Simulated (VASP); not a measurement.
Input of a VASP 6.6.1 run:

The input INCAR:

```
PREC     = Accurate       # precision mode
ENCUT    = 600            # plane-wave cutoff, eV
EDIFF    = 1E-7           # SCF threshold, eV
ISMEAR   = 0              # smearing method
SIGMA    = 0.1            # smearing width, eV
LREAL    = False          # projectors in reciprocal space
LASPH    = True           # aspherical terms in the spheres
NELM     = 60             # most SCF steps
ALGO     = Normal         # electronic algorithm
ISIF     = 3              # what is computed and relaxed
LWAVE    = False          # write WAVECAR
LCHARG   = False          # write CHGCAR
GGA      = PE             # functional
IBRION   = 2              # ionic algorithm
NSW      = 100            # ionic steps
EDIFFG   = -0.01          # ionic threshold
```

File KPOINTS:

```
regular mesh
0
Gamma
  12 12 6
```

POSCAR

```
CdS4
1.0
    3.6650922963      0.0000000000      0.0000000000
   -1.8325461481      3.1740630358      0.0000000000
    0.0000000000      0.0000000000      8.3381816051
Cd S
1 4
Direct
    0.0000000000      0.0000000000      0.0000000000
    0.3333333333      0.6666666667      0.8058759382
    0.3333333333      0.6666666667      0.4164780535
    0.6666666667      0.3333333333      0.1941240618
    0.6666666667      0.3333333333      0.5835219465
```

Potentials or basis: VASP PAW PBE potentials, release 64 (Cd, S).

Run with:

```bash
$ cat potpaw_PBE.64/Cd/POTCAR potpaw_PBE.64/S/POTCAR > POTCAR
$ mpirun -np 1 vasp_std > vasp.out
```

**Question.** Estimate the relaxed volume.

**Answer.** 19.38 Å³/atom.

**Question.** What does it give for the relaxed cell?

**Answer.** a = 3.654 Å, b = 3.654 Å, c = 8.378 Å, α = 90.00°, β = 90.00°, γ = 120.00°.

**Question.** Predict the band gap on the k mesh.

**Answer.** Zero (bands 18 and 19 overlap by 0.37 eV).

Stress tensor (GPa, compression positive):
```
-0.03  0.00  0.00
 0.00 -0.03  0.00
 0.00  0.00  0.07
```

Caveat: semilocal functionals underestimate gaps, so a narrow gap can read as zero.
